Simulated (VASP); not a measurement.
# CS2 in VASP: settings compared, part 2 of 2

VASP 6.6.1. The steps go on from the part before.

## (3) Single point, PBE

This run uses another cell than the first one, of 35.85 Å³/atom, 1.302 times its volume.

INCAR

```
SYSTEM = CS2
PREC = Accurate
ENCUT = 520
EDIFF = 1E-6
ISMEAR = -1
SIGMA = 0.05
LREAL = .FALSE.
LASPH = .TRUE.
NELM = 60
ALGO = Normal
ISIF = 2
LWAVE = .FALSE.
LCHARG = .FALSE.
GGA = PE
NBANDS = 25
```

KPOINTS

```
Automatic mesh
0
G
  6 6 3
  0 0 0
```

POSCAR

```
CS2
1.0
    3.6457880000     -2.9943140000      0.0000000000
    3.6457880000      2.9943140000      0.0000000000
    0.0000000000      0.0000000000      9.8512570000
S C
4 2
Direct
    0.1815210000      0.8184790000      0.8868670000
    0.3184790000      0.6815210000      0.3868670000
    0.6815210000      0.3184790000      0.6131330000
    0.8184790000      0.1815210000      0.1131330000
    0.5000000000      0.5000000000      0.5000000000
    0.0000000000      0.0000000000      0.0000000000
```

Potentials or basis: VASP PAW PBE potentials, release 64 (S, C).

Run with:

```console
$ cat potpaw_PBE.64/S/POTCAR potpaw_PBE.64/C/POTCAR > POTCAR
$ mpirun -np 1 vasp_std > vasp.out
```

OUTCAR:

```text
SYSTEM = CS2
   PREC = Accurate
   ENCUT = 520
   EDIFF = 1E-6
   ISMEAR = -1
   LREAL = .FALSE.
   LASPH = .TRUE.
   NELM = 60
   ISIF = 2
   GGA = PE

 ion  position               nearest neighbor table
   1  0.182  0.818  0.887-   6 1.56
   2  0.318  0.682  0.387-   5 1.56
   3  0.682  0.318  0.613-   5 1.56
   4  0.818  0.182  0.113-   6 1.56
   5  0.500  0.500  0.500-   2 1.56   3 1.56
   6  0.000  0.000  0.000-   1 1.56   4 1.56

  LATTYP: Found a base centered orthorhombic cell.
 ALAT       =     5.9886280000
 B/A-ratio  =     1.2175703684
 C/A-ratio  =     1.6449939786

  Lattice vectors:

 A1 = (  -3.6457880000,  -2.9943140000,   0.0000000000)
 A2 = (   3.6457880000,  -2.9943140000,   0.0000000000)
 A3 = (   0.0000000000,   0.0000000000,   9.8512570000)

Analysis of symmetry for initial positions (statically):
=====================================================================
 Subroutine PRICEL returns:
 Original cell was already a primitive cell.

 Routine SETGRP: Setting up the symmetry group for a
 base centered orthorhombic supercell.

 Subroutine GETGRP returns: Found  8 space group operations
 (whereof  4 operations were pure point group operations)
 out of a pool of  8 trial point group operations.

The static configuration has the point symmetry C_2h.
 The point group associated with its full space group is D_2h.

Analysis of symmetry for dynamics (positions and initial velocities):
=====================================================================
 Subroutine PRICEL returns:
 Original cell was already a primitive cell.

 Routine SETGRP: Setting up the symmetry group for a
 base centered orthorhombic supercell.

 Subroutine GETGRP returns: Found  8 space group operations
 (whereof  4 operations were pure point group operations)
[... 123 lines left out ...]
   NUPDOWN=      -1.0000    fix difference up-down
   EMIN   =  10.00;   EMAX   =-10.00  energy-range for DOS
   EFERMI =   0.00;   METHOD = LEGACY
   ISMEAR =    -1;   SIGMA  =   0.05  broadening in eV -4-tet -1-fermi 0-gaus
   EFERMI_NEDOS =   21; number of points for ismear=-14 and -15
   IALGO  =     38    algorithm
   IMIX   =      4    mixing-type and parameters
     AMIX     =   0.40;   BMIX     =  1.00
     AMIX_MAG =   1.60;   BMIX_MAG =  1.00
  volume/ion in A,a.u.               =      35.85       241.91
  Fermi-wavevector in a.u.,A,eV,Ry     =   0.867470  1.639281 10.238452  0.752505
  Thomas-Fermi vector in A             =   1.986009
   LORBIT       =      0    0 simple, 1 ext, 2 COOP (PROOUT), +10 PAW based schemes
   GGA     = PE    functional components
   LHFCALC =     F    Hartree Fock is set to
   AEXX    =    0.0000 exact exchange contribution
   IVDW    =     0    specifies the selected vdW correction
   LEPSILON=     F    determine dielectric tensor
   LRPA    =     F    only Hartree local field effects (RPA)
 non-spin polarized calculation
  energy-cutoff  :      520.00
  volume of cell :      215.09
 maximum number of plane-waves:      5823
   NGX = 17   NGY = 17   NGZ = 37

 number of electron      31.9999998 magnetization

 Free energy of the ion-electron system (eV)
  ---------------------------------------------------
  ext. energy  EPLUGINS =         0.00000000
  ---------------------------------------------------
  free energy    TOTEN  =       -33.37923944 eV

  energy without entropy =      -33.37923944  energy(sigma->0) =      -33.37923944

 E-fermi :  -1.0675     XC(G=0):  -6.2217

 val. band max:       -2.1668713224   @ k =   0.5000   0.5000   0.0000
 cond. band min:       1.2655613250   @ k =   0.5000   0.5000   0.0000
 fundamental gap:      3.4324326474
 Fermi energy:        -1.0675055709

 k-point     1 :       0.0000    0.0000    0.0000
  band No.  band energies     occupation
      1     -17.0249      2.00000
      2     -16.9861      2.00000
      3     -14.8448      2.00000
      4     -14.7767      2.00000
      5      -8.4618      2.00000
      6      -8.2213      2.00000
[... 661 lines left out ...]
     24       5.7858      0.00000
     25       6.1772      0.00000

 [... further k-points ...]
[... 5 lines left out ...]
  --------------------------------------------------------------------------------------
  -------------------------------------------------------------------------------------
  Total        0.0147326      0.0175367      0.0201655      0.0000000      0.0000000      0.0000000
  in kB        0.1097433      0.1306312      0.1502134      0.0000000      0.0000000      0.0000000
  external PRESSURE =       0.1301960 kB  Pullay stress =       0.0000000 kB

 VOLUME and BASIS-vectors are now :
 -----------------------------------------------------------------------------
  energy-cutoff  :      520.00
  volume of cell :      215.09
      direct lattice vectors                 reciprocal lattice vectors
     3.645788000 -2.994314000  0.000000000     0.137144562 -0.166983155  0.000000000
     3.645788000  2.994314000  0.000000000     0.137144562  0.166983155  0.000000000
     0.000000000  0.000000000  9.851257000     0.000000000  0.000000000  0.101509889

 POSITION                                       TOTAL-FORCE (eV/Angst)
 -----------------------------------------------------------------------------------
      3.64579      1.90725      8.73675         0.000000     -0.000850     -0.002902
      3.64579      1.08706      3.81113         0.000000      0.000850     -0.002902
      3.64579     -1.08706      6.04013         0.000000     -0.000850      0.002902
      3.64579     -1.90725      1.11450         0.000000      0.000850      0.002902
      3.64579      0.00000      4.92563         0.000000      0.000000      0.000000
      0.00000      0.00000      0.00000        -0.000000      0.000000      0.000000
 -----------------------------------------------------------------------------------
    total drift:                                0.000000     -0.000000     -0.000000

  FREE ENERGIE OF THE ION-ELECTRON SYSTEM (eV)
  ---------------------------------------------------
  free  energy   TOTEN  =       -33.3792394377 eV

  energy  without entropy=      -33.3792394376  energy(sigma->0) =      -33.37923944
```

It took 2.1 min on 1 thread of Intel Xeon 6975P-C, shared host; peak memory 0.35 GiB.

What came out:

- Free energy: -33.3792 eV
- Pressure: 0.0 GPa
- Largest force: 0.003 eV/Å
- Band gap on the k mesh: 3.43 eV, direct

Forces in eV/Å, atoms in the order of the input:
```
S    0.000 -0.001 -0.003
S    0.000  0.001 -0.003
S    0.000 -0.001  0.003
S    0.000  0.001  0.003
C    0.000  0.000  0.000
C    0.000  0.000  0.000
```

Levels at points of the mesh, in eV from the valence-band top:
```
           k point  band 13  band 14  band 15  band 16  band 17  band 18  band 19  band 20
(0.00, 0.00, 0.00)    -0.48    -0.37    -0.34    -0.19     3.48     3.57     3.79     4.01
(0.50, 0.00, 0.00)    -0.30    -0.30    -0.14    -0.14     3.56     3.56     3.71     3.71
(0.50, 0.50, 0.00)    -0.57    -0.48    -0.27     0.00     3.43     3.48     4.11     4.16
```

## (4) Single point, PBE (atoms moved at random)

INCAR

```
PREC = Accurate
ENCUT = 520
EDIFF = 1E-7
ISMEAR = -1
SIGMA = 0.05
LREAL = F
LASPH = T
NELM = 100
ALGO = Normal
ISIF = 2
LWAVE = F
LCHARG = T
GGA = PE
LELF = T
LVHAR = T
NBANDS = 25
```

KPOINTS

```
regular mesh
0
Gamma
  6 6 3
```

POSCAR

```
CS2
1.0
    3.6457880000     -2.9943140000      0.0000000000
    3.6457880000      2.9943140000      0.0000000000
    0.0000000000      0.0000000000      9.8512570000
S C
4 2
Direct
    0.1734530000      0.8181560000      0.8876620000
    0.3186340000      0.6833800000      0.3863530000
    0.6756330000      0.3154350000      0.6150760000
    0.8284930000      0.1635220000      0.1119200000
    0.4949060000      0.4993010000      0.5041260000
    0.0099390000     -0.0109550000      0.0008830000
```

Potentials or basis: VASP PAW PBE potentials, release 64 (S, C).

Run with:

```console
$ cat potpaw_PBE.64/S/POTCAR potpaw_PBE.64/C/POTCAR > POTCAR
$ mpirun -np 1 vasp_std > vasp.out
```

OUTCAR:

```text
PREC = Accurate
   ENCUT = 520
   EDIFF = 1E-7
   ISMEAR = -1
   LREAL = F
   LASPH = T
   NELM = 100
   ISIF = 2
   GGA = PE

 ion  position               nearest neighbor table
   1  0.173  0.818  0.888-   6 1.50
   2  0.319  0.683  0.386-   5 1.58
   3  0.676  0.315  0.615-   5 1.54
   4  0.828  0.164  0.112-   6 1.53
   5  0.495  0.499  0.504-   3 1.54   2 1.58
   6  0.010  0.989  0.001-   1 1.50   4 1.53

  LATTYP: Found a base centered orthorhombic cell.
 ALAT       =     5.9886280000
 B/A-ratio  =     1.2175703684
 C/A-ratio  =     1.6449939786

  Lattice vectors:

 A1 = (  -3.6457880000,  -2.9943140000,   0.0000000000)
 A2 = (   3.6457880000,  -2.9943140000,   0.0000000000)
 A3 = (   0.0000000000,   0.0000000000,   9.8512570000)

Analysis of symmetry for initial positions (statically):
=====================================================================
[... 172 lines left out ...]
  ---------------------------------------------------
  ext. energy  EPLUGINS =         0.00000000
  ---------------------------------------------------
  free energy    TOTEN  =       -33.23466566 eV

  energy without entropy =      -33.23466566  energy(sigma->0) =      -33.23466566

 E-fermi :  -1.0450     XC(G=0):  -6.2037

 val. band max:       -2.1664166973   @ k =   0.5000   0.5000   0.0000
 cond. band min:       1.2922312818   @ k =   0.5000   0.5000   0.0000
 fundamental gap:      3.4586479791
 Fermi energy:        -1.0450060273

 k-point     1 :       0.0000    0.0000    0.0000
  band No.  band energies     occupation
      1     -17.3429      2.00000
      2     -16.9684      2.00000
      3     -15.0126      2.00000
      4     -14.7540      2.00000
      5      -8.4422      2.00000
      6      -8.1505      2.00000
[... 661 lines left out ...]
     24       5.1446      0.00000
     25       6.3000      0.00000

 [... further k-points ...]
[... 5 lines left out ...]
  --------------------------------------------------------------------------------------
  -------------------------------------------------------------------------------------
  Total       -0.0075147      3.0745335      3.5498446      0.0170223      4.3827427      0.0586006
  in kB       -0.0559771     22.9023168     26.4429267      0.1267997     32.6472164      0.4365179
  external PRESSURE =      16.4297555 kB  Pullay stress =       0.0000000 kB

 VOLUME and BASIS-vectors are now :
 -----------------------------------------------------------------------------
  energy-cutoff  :      520.00
  volume of cell :      215.09
      direct lattice vectors                 reciprocal lattice vectors
     3.645788000 -2.994314000  0.000000000     0.137144562 -0.166983155  0.000000000
     3.645788000  2.994314000  0.000000000     0.137144562  0.166983155  0.000000000
     0.000000000  0.000000000  9.851257000     0.000000000  0.000000000  0.101509889

 POSITION                                       TOTAL-FORCE (eV/Angst)
 -----------------------------------------------------------------------------------
      3.61520      1.93044      8.74459         0.028392     -2.320538     -2.423100
      3.65313      1.09216      3.80606        -0.047128     -0.749049      0.917468
      3.61322     -1.07855      6.05927        -0.024841     -0.296439      0.405400
      3.61668     -1.99113      1.10255         0.058451      1.149208      1.325861
      3.62467      0.01316      4.96627         0.071626      1.041383     -1.323730
      3.64208      2.93175      0.00870        -0.086499      1.175436      1.098101
 -----------------------------------------------------------------------------------
    total drift:                               -0.000055      0.000196      0.000223

  FREE ENERGIE OF THE ION-ELECTRON SYSTEM (eV)
  ---------------------------------------------------
  free  energy   TOTEN  =       -33.2346656552 eV

  energy  without entropy=      -33.2346656551  energy(sigma->0) =      -33.23466566
```

OSZICAR:

```text
N       E                     dE             d eps       ncg     rms          rms(c)
DAV:   1     0.186357040682E+03    0.18636E+03   -0.12147E+04  2800   0.102E+03
DAV:   2    -0.151909721113E+02   -0.20155E+03   -0.19300E+03  3931   0.193E+02
DAV:   3    -0.354292066555E+02   -0.20238E+02   -0.20046E+02  3412   0.668E+01
DAV:   4    -0.358680413961E+02   -0.43883E+00   -0.43787E+00  3722   0.121E+01
DAV:   5    -0.358803978094E+02   -0.12356E-01   -0.12351E-01  3621   0.190E+00    0.310E+01
DAV:   6    -0.334289882117E+02    0.24514E+01   -0.54356E+00  2952   0.143E+01    0.138E+01
DAV:   7    -0.332469697116E+02    0.18202E+00   -0.15522E+00  3778   0.681E+00    0.762E+00
DAV:   8    -0.332509757006E+02   -0.40060E-02   -0.20245E-01  3620   0.215E+00    0.111E+00
DAV:   9    -0.332365621871E+02    0.14414E-01   -0.38570E-02  3504   0.987E-01    0.851E-01
DAV:  10    -0.332349682512E+02    0.15939E-02   -0.54859E-03  3544   0.384E-01    0.306E-01
DAV:  11    -0.332346765850E+02    0.29167E-03   -0.10254E-03  3727   0.161E-01    0.237E-01
DAV:  12    -0.332346569301E+02    0.19655E-04   -0.12751E-04  3216   0.661E-02    0.105E-01
DAV:  13    -0.332346629360E+02   -0.60059E-05   -0.21055E-05  3695   0.252E-02    0.508E-02
DAV:  14    -0.332346656095E+02   -0.26735E-05   -0.31988E-06  3200   0.121E-02    0.752E-03
DAV:  15    -0.332346656552E+02   -0.45689E-07   -0.47036E-07  3759   0.458E-03
   1 F= -.33234666E+02 E0= -.33234666E+02  d E =-.573347E-10
```

stdout:

```text
POSCAR found type information on POSCAR S C
 POSCAR found :  2 types and       6 ions
 scaLAPACK will be used
 LDA part: xc-table for (Slater+PW92), standard interpolation
 POSCAR, INCAR and KPOINTS ok, starting setup
 FFT: planning ... GRIDC
 FFT: planning ... GRID_SOFT
 FFT: planning ... GRID
 WAVECAR not read
 entering main loop
```

It took 4.1 min on 1 thread of Intel Xeon 6975P-C, shared host; peak memory 0.45 GiB.

Results:

- Free energy: -33.2347 eV
- Pressure: 1.6 GPa
- Largest force: 3.355 eV/Å
- Band gap on the k mesh: 3.46 eV, direct

Forces in eV/Å, atoms in the order of the input:
```
S    0.028 -2.321 -2.423
S   -0.047 -0.749  0.917
S   -0.025 -0.296  0.405
S    0.058  1.149  1.326
C    0.072  1.041 -1.324
C   -0.086  1.175  1.098
```

Stress tensor (GPa, compression positive):
```
-0.01  0.01  0.04
 0.01  2.29  3.26
 0.04  3.26  2.64
```

Levels at points of the mesh, in eV from the valence-band top:
```
           k point  band 14  band 15  band 16  band 17  band 18  band 19
(0.00, 0.00, 0.00)    -0.35    -0.32    -0.18     3.52     3.60     3.93
(0.50, 0.00, 0.00)    -0.28    -0.16    -0.12     3.52     3.67     3.75
(0.00, 0.50, 0.00)    -0.27    -0.15    -0.12     3.52     3.68     3.75
(0.50, 0.50, 0.00)    -0.48    -0.25     0.00     3.46     3.52     4.20
```

Caveat: the cell differs from its parent crystal (atoms moved at random); forces of over 1 eV/Å act on the atoms, so gaps and moduli don't describe the material at rest. A k mesh can miss the band edges.
